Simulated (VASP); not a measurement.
# Zn (P-1) in VASP: a series of runs

The runs below take Zn through single point, with r2SCAN, B3LYP.

All numbers are computed with VASP 6.6.1; they aren't measurements. Logs are shortened: lines on timing, memory, paths and dates and some standing lists are left out, and cuts for length are marked.

## 1. The cell of the first run

The typed cell holds 1 atom: a = 2.957 Å, b = 2.540 Å, c = 2.586 Å, α = 106.99°, β = 108.68°, γ = 110.68°.

## 2. Single point, r2SCAN

Input file POSCAR:

```
Zn
1.0
   -1.5935815700      1.7766151400      1.7460215800
    1.5039206500     -1.5066388000      1.3863843100
    1.5441115400      1.4571687700     -1.4760452300
Zn
1
Direct
    0.0000000000      0.0000000000      0.0000000000
```

Input file INCAR.step1:

```
SYSTEM = Zn
  PREC = Accurate
  ENCUT = 520
  ISMEAR = 0
  SIGMA = 0.05
  LREAL = .False.
  LASPH = .True.
  NELM = 100
  NBANDS = 12
  GGA = PE
  ALGO = Normal
  EDIFF = 1E-4
  LWAVE = .True.
  LCHARG = .False.
```

Input file INCAR.step2:

```
SYSTEM = Zn
  PREC = Accurate
  ENCUT = 520
  EDIFF = 1E-6
  ISMEAR = 0
  SIGMA = 0.05
  LREAL = .False.
  LASPH = .True.
  NELM = 100
  ALGO = Normal
  ISIF = 2
  LWAVE = .False.
  LCHARG = .True.
  METAGGA = R2SCAN
  LMIXTAU = .True.
  LELF = .True.
  LVHAR = .True.
  NBANDS = 12
  ISTART = 1
```

Input file KPOINTS:

```
Automatic mesh
0
Gamma
  15 17 17
  0 0 0
```

Potentials or basis: VASP PAW PBE potentials, release 64 (Zn).

Run with:

```bash
> cat potpaw_PBE.64/Zn/POTCAR > POTCAR
> cp INCAR.step1 INCAR
> mpirun -np 1 vasp_std > vasp.out
> cp INCAR.step2 INCAR
> mpirun -np 1 vasp_std > vasp.out
```

OUTCAR:

```text
SYSTEM = Zn
   PREC = Accurate
   ENCUT = 520
   EDIFF = 1E-6
   ISMEAR = 0
   LREAL = .False.
   LASPH = .True.
   NELM = 100
   ISIF = 2
   METAGGA = R2SCAN
   ISTART = 1

 ion  position               nearest neighbor table
   1  0.000  0.000  0.000-

  LATTYP: Found a triclinic cell.
 ALAT       =     2.5857940353
 B/A-ratio  =     1.5935497353
 C/A-ratio  =     2.0554494821
 COS(alpha) =     0.0013194646
 COS(beta)  =     0.5250372924
 COS(gamma) =     0.8076867179

  Lattice vectors:

 A1 = (  -1.5441115400,  -1.4571687700,   1.4760452300)
 A2 = (  -0.0401908900,  -2.9638075700,   2.8624295400)
 A3 = (  -4.6416137600,   1.8260851700,   1.8356825000)

Analysis of symmetry for initial positions (statically):
=====================================================================
 Subroutine PRICEL returns:
 Original cell was already a primitive cell.

 Routine SETGRP: Setting up the symmetry group for a
 triclinic supercell.

 Subroutine GETGRP returns: Found  2 space group operations
 (whereof  2 operations were pure point group operations)
 out of a pool of  2 trial point group operations.

The static configuration has the point symmetry S_2 .

Analysis of symmetry for dynamics (positions and initial velocities):
=====================================================================
 Subroutine PRICEL returns:
 Original cell was already a primitive cell.

 Routine SETGRP: Setting up the symmetry group for a
 triclinic supercell.

 Subroutine GETGRP returns: Found  2 space group operations
 (whereof  2 operations were pure point group operations)
 out of a pool of  2 trial point group operations.

The dynamic configuration has the point symmetry S_2 .

 Subroutine INISYM returns: Found  2 space group operations
 (whereof  2 operations are pure point group operations),
 and found     1 'primitive' translations

----------------------------------------------------------------------------------------

                                     Primitive cell

  volume of cell :      15.3108

  direct lattice vectors                    reciprocal lattice vectors
    -1.593581570  1.776615140  1.746021580     0.013302410  0.284803858  0.295077469
     1.503920650 -1.506638800  1.386384310     0.337447958 -0.022458176  0.330838055
     1.544111540  1.457168770 -1.476045230     0.332685502  0.315801988 -0.017695720

  length of vectors
     2.957102456  2.540432886  2.585794035     0.410318053  0.473106026  0.459046487

  position of ions in fractional coordinates (direct lattice)
     0.000000000  0.000000000  0.000000000

  ion indices of the primitive-cell ions
   primitive index   ion index
                 1           1

----------------------------------------------------------------------------------------

 KPOINTS: Automatic mesh

Automatic generation of k-mesh.
 Grid dimensions read from file:
 generate k-points for:   15   17   17

 Generating k-lattice:

  Cartesian coordinates                     Fractional coordinates (reciprocal lattice)
     0.000886827  0.018986924  0.019671831     0.066666667 -0.000000000  0.000000000
     0.019849880 -0.001321069  0.019461062     0.000000000  0.058823529 -0.000000000
     0.019569735  0.018576588 -0.001040925     0.000000000  0.000000000  0.058823529

  Length of vectors
     0.027354537  0.027829766  0.027002735

  Shift w.r.t. Gamma in fractional coordinates (k-lattice)
     0.000000000  0.000000000  0.000000000

 Subroutine IBZKPT returns following result:
 ===========================================

 Found   2168 irreducible k-points:

 Following reciprocal coordinates:
            Coordinates               Weight
  0.000000  0.000000  0.000000      1.000000
  0.066667  0.000000 -0.000000      2.000000
  0.133333 -0.000000 -0.000000      2.000000
  0.200000 -0.000000 -0.000000      2.000000
  0.266667 -0.000000 -0.000000      2.000000
  0.333333 -0.000000  0.000000      2.000000
[... 16 lines left out ...]
 -0.066667  0.058824  0.000000      2.000000
 -0.000000  0.117647  0.000000      2.000000
 [... further k-points ...]
   k-points           NKPTS =   2168   k-points in BZ     NKDIM =   2168   number of bands    NBANDS=     12
   number of dos      NEDOS =    301   number of ions     NIONS =      1
   total plane-waves  NPLWV =   9600
   dimension x,y,z NGX =    24 NGY =   20 NGZ =   20
   dimension x,y,z NGXF=    48 NGYF=   40 NGZF=   40
   ions per type =               1
   NGX,Y,Z   is equivalent  to a cutoff of  13.49, 13.09, 12.86 a.u.
   NGXF,Y,Z  is equivalent  to a cutoff of  26.99, 26.18, 25.72 a.u.
 SYSTEM =  Zn
   PREC   = accura    normal or accurate (medium, high low for compatibility)
   ISTART =      1    job   : 0-new  1-cont  2-samecut
   ICHARG =      0    charge: 1-file 2-atom 10-const
   ISPIN  =      1    spin polarized calculation?
   LNONCOLLINEAR =      F non collinear calculations
   LSORBIT =      F    spin-orbit coupling
   LASPH  =      T    aspherical Exc in radial PAW
   ENCUT  =  520.0 eV  38.22 Ry    6.18 a.u.   5.50  4.72  4.81*2*pi/ulx,y,z
   NELM   =    100;   NELMIN=  2; NELMDL=  0     # of ELM steps
   EDIFF  = 0.1E-05   stopping-criterion for ELM
   LREAL  =      F    real-space projection
   EDIFFG = 0.1E-04   stopping-criterion for IOM
   NSW    =      0    number of steps for IOM
   IBRION =     -1    ionic relax: 0-MD 1-quasi-New 2-CG
   NFREE  =      0    steps in history (QN), initial steepest desc. (CG)
   ISIF   =      2    stress and relaxation
   ISYM   =      2    0-nonsym 1-usesym 2-fastsym
   POTIM  = 0.5000    time-step for ionic-motion
   TEBEG  =    0.0;   TEEND  =   0.0 temperature during run
   PSTRESS=    0.0 pullay stress
   NELECT =      12.0000    total number of electrons
   NUPDOWN=      -1.0000    fix difference up-down
   EMIN   =  10.00;   EMAX   =-10.00  energy-range for DOS
   EFERMI =   0.00;   METHOD = LEGACY
   ISMEAR =     0;   SIGMA  =   0.05  broadening in eV -4-tet -1-fermi 0-gaus
   EFERMI_NEDOS =   21; number of points for ismear=-14 and -15
   IALGO  =     38    algorithm
   IMIX   =      4    mixing-type and parameters
     AMIX     =   0.40;   BMIX     =  1.00
     AMIX_MAG =   1.60;   BMIX_MAG =  1.00
  volume/ion in A,a.u.               =      15.31       103.32
  Fermi-wavevector in a.u.,A,eV,Ry     =   1.509393  2.852338 30.997692  2.278266
  Thomas-Fermi vector in A             =   2.619721
   LORBIT       =      0    0 simple, 1 ext, 2 COOP (PROOUT), +10 PAW based schemes
   METAGGA = R2SCAN    functional components
   LHFCALC =     F    Hartree Fock is set to
   AEXX    =    0.0000 exact exchange contribution
   IVDW    =     0    specifies the selected vdW correction
   LEPSILON=     F    determine dielectric tensor
   LRPA    =     F    only Hartree local field effects (RPA)
 non-spin polarized calculation
 Gauss-broadening in eV      SIGMA  =   0.05
  energy-cutoff  :      520.00
  volume of cell :       15.31
 maximum number of plane-waves:       424
 NGX is ok and might be reduce to    24
   NGX = 11   NGY =  9   NGZ =  9

 number of electron      11.9999996 magnetization

 Free energy of the ion-electron system (eV)
  ---------------------------------------------------
  ext. energy  EPLUGINS =         0.00000000
  ---------------------------------------------------
  free energy    TOTEN  =        -8.78153907 eV

  energy without entropy =       -8.78112333  energy(sigma->0) =       -8.78133120

 E-fermi :   3.0160     XC(G=0): -12.5983

 val. band max:        3.0104330916   @ k =   0.4667  -0.4118   0.3529
 cond. band min:       3.0168531415   @ k =   0.2667   0.2941   0.2353
 fundamental gap:      0.0064200499
 Fermi energy:         3.0160308898

 k-point     1 :       0.0000    0.0000    0.0000
  band No.  band energies     occupation
      1      -7.8781      2.00000
      2      -5.4183      2.00000
      3      -5.2633      2.00000
      4      -4.8260      2.00000
      5      -4.5694      2.00000
      6      -4.5347      2.00000
      7      18.0836      0.00000
      8      21.7048      0.00000
      9      23.1175      0.00000
     10      23.3940      0.00000
     11      25.5053      0.00000
     12      25.7359      0.00000

 k-point     2 :       0.0667    0.0000   -0.0000
  band No.  band energies     occupation
      1      -7.7622      2.00000
      2      -5.4240      2.00000
      3      -5.2597      2.00000
      4      -4.8093      2.00000
      5      -4.5678      2.00000
      6      -4.5352      2.00000
      7      16.1249      0.00000
      8      22.4534      0.00000
      9      22.8023      0.00000
     10      23.7659      0.00000
     11      24.8434      0.00000
     12      26.3769      0.00000

 k-point     3 :       0.1333   -0.0000   -0.0000
  band No.  band energies     occupation
      1      -7.4252      2.00000
      2      -5.4408      2.00000
      3      -5.2385      2.00000
      4      -4.7605      2.00000
      5      -4.5647      2.00000
      6      -4.5338      2.00000
      7      13.1886      0.00000
      8      21.3010      0.00000
      9      21.8426      0.00000
     10      23.6228      0.00000
     11      25.2969      0.00000
     12      27.5501      0.00000
[... 286 lines left out ...]
 k-point    23 :      -0.0667    0.0588    0.0000
  band No.  band energies     occupation
      1      -7.7525      2.00000
      2      -5.4035      2.00000
      3      -5.2618      2.00000
      4      -4.8194      2.00000
      5      -4.5791      2.00000
      6      -4.5397      2.00000
      7      17.5347      0.00000
      8      20.7887      0.00000
      9      22.3619      0.00000
     10      22.9802      0.00000
     11      25.5024      0.00000
     12      26.2124      0.00000

 k-point    24 :      -0.0000    0.1176    0.0000
  band No.  band energies     occupation
      1      -7.3768      2.00000
      2      -5.3574      2.00000
      3      -5.2015      2.00000
      4      -4.8511      2.00000
      5      -4.5933      2.00000
      6      -4.5730      2.00000
      7      16.3872      0.00000
      8      20.1949      0.00000
      9      21.2925      0.00000
     10      22.6171      0.00000
     11      24.1388      0.00000
     12      24.7850      0.00000

 [... further k-points ...]

------------------------ aborting loop because EDIFF is reached ----------------------------------------

  FORCE on cell =-STRESS in cart. coord.  units (eV):
  Direction    XX          YY          ZZ          XY          YZ          ZX
  --------------------------------------------------------------------------------------
  -------------------------------------------------------------------------------------
  Total       -0.4834944      0.0119847     -0.0546554     -0.0646548     -0.2840799      0.1137703
  in kB      -50.5944568      1.2541215     -5.7193209     -6.7656922    -29.7270627     11.9053055
  external PRESSURE =     -18.3532187 kB  Pullay stress =       0.0000000 kB

 VOLUME and BASIS-vectors are now :
 -----------------------------------------------------------------------------
  energy-cutoff  :      520.00
  volume of cell :       15.31
      direct lattice vectors                 reciprocal lattice vectors
    -1.593581570  1.776615140  1.746021580     0.013302410  0.284803858  0.295077469
     1.503920650 -1.506638800  1.386384310     0.337447958 -0.022458176  0.330838055
     1.544111540  1.457168770 -1.476045230     0.332685502  0.315801988 -0.017695720

 POSITION                                       TOTAL-FORCE (eV/Angst)
 -----------------------------------------------------------------------------------
      0.00000      0.00000      0.00000        -0.000000      0.000000     -0.000000
 -----------------------------------------------------------------------------------
    total drift:                                0.000000     -0.000000      0.000000

  FREE ENERGIE OF THE ION-ELECTRON SYSTEM (eV)
  ---------------------------------------------------
  free  energy   TOTEN  =        -8.7815390739 eV

  energy  without entropy=       -8.7811233263  energy(sigma->0) =       -8.78133120
```

It took 8.1 min on 1 thread of Intel Xeon Platinum 8488C (Sapphire Rapids), shared host; peak memory 0.46 GiB.

What came out:

```
Free energy            : -8.7815 eV
Pressure               : -1.8 GPa
Band gap on the k mesh : zero (bands 6 and 7 overlap by 6.29 eV)
```

Levels at points of the mesh, in eV from the Fermi level:
```
           k point  band 2  band 3  band 4  band 5  band 6  band 7  band 8  band 9  band 10  band 11
(0.00, 0.00, 0.00)   -8.43   -8.28   -7.84   -7.59   -7.55   15.07   18.69   20.10    20.38    22.49
```

Caveat: the stress differs along the axes, from -5 to 0 GPa; the PAW data sets were made with another functional, which shifts forces and pressure a little.

(Continued in part 2 of 2.)

The gap in the log of VASP goes by the Fermi energy; the results here count the filled bands.